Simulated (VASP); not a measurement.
# Cr (P1) in VASP: further runs, part 2 of 2

VASP 6.6.1. The steps go on from the part before.

**3. Single point, PBEsol**

This run uses another cell than the first one, of 11.28 Å³/atom.

Input file INCAR:

```
SYSTEM = Cr
PREC = Accurate ; ENCUT = 520
EDIFF = 1E-6 ; ISMEAR = -1
SIGMA = 0.24 ; LREAL = Auto
LASPH = .True. ; NELM = 80
ALGO = Normal ; ISIF = 2
LWAVE = .False. ; LCHARG = .False.
GGA = PS ; NBANDS = 110
```

Input file KPOINTS:

```
regular mesh
0
Gamma
  2 2 2
  0 0 0
```

Input file POSCAR:

```
Cr
1.0
    5.6506510000      0.0000000000      0.0000000000
    0.0000000000      5.6506510000      0.0000000000
    0.0000000000      0.0000000000      5.6506510000
Cr
16
Direct
   -0.0605416969      0.0296779964     -0.0385442315
    0.4079352981      0.0289524163     -0.0383495636
   -0.0152902736      0.5265941924     -0.0587012010
   -0.0635325027      0.0247051180      0.4844397575
    0.1844212286      0.2338845560      0.2190721034
    0.4650614593      0.5323811363      0.0113615228
    0.4467626827      0.0658331226      0.4171731717
    0.7361629660      0.2816489640      0.1969153643
   -0.0631962583      0.5174271071      0.4453646137
    0.1679806451      0.7620537881      0.1871819725
    0.2319909688      0.2754726845      0.7063256959
    0.4294372454      0.5678106823      0.4449929751
    0.6980434644      0.8172332710      0.1724933994
    0.7274560046      0.2959305043      0.6796915966
    0.1753426287      0.8256570792      0.7205718421
    0.7048568386      0.7947225904      0.7180588573
```

Potentials or basis: VASP PAW PBE potentials, release 64 (Cr_pv).

Run with:

```bash
$ cat potpaw_PBE.64/Cr_pv/POTCAR > POTCAR
$ mpirun -np 1 vasp_std > vasp.out
```

OUTCAR:

```text
SYSTEM = Cr
   PREC = Accurate
   ENCUT = 520
   EDIFF = 1E-6
   ISMEAR = -1
   LREAL = Auto
   LASPH = .True.
   NELM = 80
   ISIF = 2
   GGA = PS

 ion  position               nearest neighbor table
   1  0.939  0.030  0.961-  13 2.17  15 2.23   8 2.26   5 2.32  16 2.33  10 2.36  14 2.50  11 2.60
                             2 2.65   4 2.70   3 2.82   3 2.86   4 2.96   2 3.00
   2  0.408  0.029  0.962-  15 2.21  11 2.24   5 2.25  13 2.35  10 2.40  16 2.54   7 2.59   1 2.65
                             8 2.69   6 2.84  14 2.84   6 2.88   1 3.00   7 3.09
   3  0.985  0.527  0.941-  10 2.18  15 2.36  11 2.39   8 2.44  14 2.45  16 2.53   5 2.54  13 2.65
                             6 2.74   9 2.82   1 2.82   1 2.86   9 2.86   6 2.96
   4  0.936  0.025  0.484-  15 2.21  14 2.23  16 2.27   5 2.37   8 2.46  13 2.51  11 2.52  10 2.60
                             1 2.70   9 2.79   7 2.80   9 2.87   7 2.92   1 2.96
   5  0.184  0.234  0.219-   7 2.09   2 2.25   1 2.32   4 2.37   9 2.48   3 2.54   8 2.55   6 2.60
                            12 2.67  10 2.67  11 2.78  11 2.92  10 2.99   8 3.13
   6  0.465  0.532  0.011-  13 2.27   8 2.34  10 2.34  12 2.47   5 2.60  16 2.60  11 2.61  14 2.74
                             3 2.74   2 2.84  15 2.85   2 2.88   3 2.96
   7  0.447  0.066  0.417-   5 2.09  11 2.35   8 2.39  13 2.43  14 2.53   2 2.59  10 2.67  15 2.67
                            16 2.71   4 2.80  12 2.82  12 2.84   4 2.92   2 3.09
   8  0.736  0.282  0.197-   9 2.24   1 2.26   6 2.34   7 2.39   3 2.44   4 2.46   5 2.55  13 2.64
                             2 2.69  14 2.73  12 2.75  14 2.92  13 3.04   5 3.13
   9  0.937  0.517  0.445-  14 2.17   8 2.24  10 2.40   5 2.48  16 2.56  11 2.61  13 2.66  15 2.70
                             4 2.79  12 2.80   3 2.82   3 2.86   4 2.87  12 2.88
  10  0.168  0.762  0.187-   3 2.18   6 2.34  12 2.35   1 2.36   2 2.40   9 2.40   4 2.60  15 2.66
                             7 2.67   5 2.67  13 2.67   5 2.99  13 3.01  15 3.04
  11  0.232  0.275  0.706-   2 2.24   7 2.35   3 2.39  12 2.48   4 2.52  15 2.56   1 2.60   6 2.61
                             9 2.61   5 2.78  14 2.81  14 2.86   5 2.92  15 3.13
  12  0.429  0.568  0.445-  10 2.35   6 2.47  11 2.48  16 2.54  15 2.57  13 2.58  14 2.64   5 2.67
                             8 2.75   9 2.80   7 2.82   7 2.84   9 2.88
  13  0.698  0.817  0.172-   1 2.17   6 2.27   2 2.35   7 2.43   4 2.51  16 2.57  12 2.58   8 2.64
                             3 2.65   9 2.66  10 2.67  10 3.01   8 3.04  16 3.09
  14  0.727  0.296  0.680-   9 2.17   4 2.23   3 2.45   1 2.50   7 2.53  12 2.64   8 2.73   6 2.74
                            11 2.81  16 2.83   2 2.84  16 2.84  11 2.86   8 2.92
  15  0.175  0.826  0.721-   4 2.21   2 2.21   1 2.23   3 2.36  11 2.56  12 2.57  10 2.66  16 2.66
                             7 2.67   9 2.70   6 2.85  16 3.00  10 3.04  11 3.13
[... 190 lines left out ...]
  ext. energy  EPLUGINS =         0.00000000
  ---------------------------------------------------
  free energy    TOTEN  =      -160.95216612 eV

  energy without entropy =     -158.00690777  energy(sigma->0) =     -159.47953694

 E-fermi :  11.1069     XC(G=0): -13.9166

 val. band max:       11.1061250252   @ k =   0.0000   0.0000   0.5000
 cond. band min:      11.1386499168   @ k =   0.5000   0.5000   0.0000
 fundamental gap:      0.0325248916
 Fermi energy:        11.1068822422

 k-point     1 :       0.0000    0.0000    0.0000
  band No.  band energies     occupation
      1     -32.4976      2.00000
      2     -32.4481      2.00000
      3     -32.4095      2.00000
      4     -32.3871      2.00000
      5     -32.3351      2.00000
      6     -32.3165      2.00000
[... 877 lines left out ...]
    107      12.3741      0.01013
    108      12.4088      0.00878
 [bands above 108 left out]

------------------------ aborting loop because EDIFF is reached ----------------------------------------

  FORCE on cell =-STRESS in cart. coord.  units (eV):
  Direction    XX          YY          ZZ          XY          YZ          ZX
  --------------------------------------------------------------------------------------
  -------------------------------------------------------------------------------------
  Total        8.8502356      7.0942806      9.6135492      0.1581967      0.8580035      1.0262012
  in kB       78.5904830     62.9975250     85.3687417      1.4047937      7.6191091      9.1127117
  external PRESSURE =      75.6522499 kB  Pullay stress =       0.0000000 kB

 VOLUME and BASIS-vectors are now :
 -----------------------------------------------------------------------------
  energy-cutoff  :      520.00
  volume of cell :      180.42
      direct lattice vectors                 reciprocal lattice vectors
     5.650651000  0.000000000  0.000000000     0.176970760  0.000000000  0.000000000
     0.000000000  5.650651000  0.000000000     0.000000000  0.176970760  0.000000000
     0.000000000  0.000000000  5.650651000     0.000000000  0.000000000  0.176970760

 POSITION                                       TOTAL-FORCE (eV/Angst)
 -----------------------------------------------------------------------------------
      5.30855      0.16770      5.43285        -0.289391      0.764309     -0.879821
      2.30510      0.16360      5.43395         2.758859      0.632991     -0.959867
      5.56425      2.97560      5.31895        -1.818853     -0.194112     -0.000629
      5.29165      0.13960      2.73740         0.487373      0.221783     -1.703444
      1.04210      1.32160      1.23790         0.715405      2.885619     -0.535962
      2.62790      3.00830      0.06420        -0.127077     -0.337134     -3.038581
[... 8 lines left out ...]
      0.99080      4.66550      4.07170         1.922769     -3.275747     -1.713933
      3.98290      4.49070      4.05750        -1.601559     -0.795999     -1.275034
 -----------------------------------------------------------------------------------
    total drift:                               -0.007680      0.026246     -0.005915

  FREE ENERGIE OF THE ION-ELECTRON SYSTEM (eV)
  ---------------------------------------------------
  free  energy   TOTEN  =      -160.9521661163 eV

  energy  without entropy=     -158.0069077669  energy(sigma->0) =     -159.47953694
```

OSZICAR:

```text
N       E                     dE             d eps       ncg     rms          rms(c)
DAV:   1     0.291613522344E+04    0.29161E+04   -0.10498E+05  1760   0.223E+03
DAV:   2     0.603464229742E+02   -0.28558E+04   -0.28030E+04  1760   0.698E+02
DAV:   3    -0.174886064668E+03   -0.23523E+03   -0.22617E+03  2304   0.206E+02
[... 37 lines left out ...]
DAV:  41    -0.160952161921E+03   -0.12817E-05   -0.12790E-05  1024   0.105E-04    0.750E-04
DAV:  42    -0.160952163059E+03   -0.11385E-05   -0.11373E-05  1024   0.705E-05    0.816E-04
DAV:  43    -0.160952164105E+03   -0.10455E-05   -0.10461E-05  1024   0.602E-05    0.866E-04
DAV:  44    -0.160952165121E+03   -0.10160E-05   -0.10139E-05  1024   0.616E-05    0.927E-04
DAV:  45    -0.160952166116E+03   -0.99564E-06   -0.99558E-06  1024   0.660E-05
   1 F= -.16095217E+03 E0= -.15947954E+03  d E =-.294526E+01
```

Run time: 5.8 min. Hardware: 1 thread of Intel Xeon Platinum 8559C (Emerald Rapids), shared host; peak memory 0.31 GiB.

What came out:

```
Free energy            : -160.9522 eV
Pressure               : 7.6 GPa
Largest force          : 4.167 eV/Å
Band gap on the k mesh : zero (bands 96 and 97 overlap by 0.15 eV)
```

Forces in eV/Å, atoms in the order of the input:
```
Cr  -0.289  0.764 -0.880
Cr   2.759  0.633 -0.960
Cr  -1.819 -0.194 -0.001
Cr   0.487  0.222 -1.703
Cr   0.715  2.886 -0.536
Cr  -0.127 -0.337 -3.039
Cr   0.765 -1.783  2.559
Cr  -2.341  1.003  0.016
Cr   0.826  1.374  0.488
Cr   1.224  0.395  2.063
Cr  -0.977  1.827 -0.223
Cr   0.824 -0.658  1.036
Cr  -0.570 -2.130  2.618
Cr  -1.797  0.070  1.549
Cr   1.923 -3.276 -1.714
Cr  -1.602 -0.796 -1.275
```

Caveat: the k points lie up to 0.56 Å⁻¹ apart; the atoms stand as in a frame of molecular dynamics; the PAW data sets were made with another functional, which shifts forces and pressure a little; the run has no spin polarisation, though such a crystal can be magnetic. Spin polarisation is off, so any magnetic state and its effect on volume and gap are missing.

The gap in the log of VASP goes by the Fermi energy; the results here count the filled bands.